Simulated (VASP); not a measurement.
## Al6N: single point with PBE

Crystal: Al6N.

```
Al N
1.0
     2.53643   -4.42338   -0.02661
     2.53643    4.42338   -0.02661
    -1.57959    0.00000    4.85357
Al N
6 1
Direct
  0.73661 0.73661 0.35099
  0.39269 0.04467 0.34712
  0.04467 0.39269 0.34712
  0.55262 0.89636 0.83396
  0.89636 0.55262 0.83396
  0.20967 0.20967 0.82140
  0.34508 0.34508 0.20993
```

```
Program             : VASP 6.6.1
Task                : single point
Functional          : PBE
Potentials or basis : VASP PAW PBE potentials, release 64 (Al, N)
Cutoff              : 520 eV
k mesh              : 8 × 8 × 8
Occupations         : gaussian, width 0.1 eV
Spin                : no spin polarisation
```

| Item | Value |
| --- | --- |
| Pressure | -0.1 GPa |

Forces in eV/Å, atoms in the order of the input:
```
Al  -0.002  0.000 -0.001
Al   0.001  0.002 -0.001
Al   0.001 -0.002 -0.001
Al   0.000  0.001  0.000
Al   0.000 -0.001  0.000
Al  -0.001  0.000  0.002
N   -0.001  0.000  0.001
```

Levels at points of the mesh, in eV from the Fermi level:
| k point | band 9 | band 10 | band 11 | band 12 | band 13 | band 14 |
| --- | --- | --- | --- | --- | --- | --- |
| (0.00, 0.00, 0.00) | -2.60 | -2.41 | -1.57 | -1.41 | 0.02 | 0.20 |
| (0.50, 0.00, 0.00) | -2.48 | -1.87 | -0.66 | 0.16 | 1.43 | 1.70 |
| (0.50, 0.50, 0.00) | -2.66 | -2.62 | -1.60 | -0.33 | 1.38 | 1.92 |
| (0.00, 0.00, 0.50) | -2.37 | -1.83 | -1.72 | -0.04 | 0.01 | 0.65 |
| (0.50, 0.00, 0.50) | -2.81 | -1.57 | -0.27 | 0.26 | 2.25 | 2.63 |
| (0.50, 0.50, 0.50) | -2.43 | -2.24 | 0.45 | 0.94 | 2.22 | 2.98 |

Run time: 3.4 min on 1 thread of Intel(R) Xeon(R) Platinum 8559C (Emerald Rapids), on a shared host, peak memory 0.41 GiB.
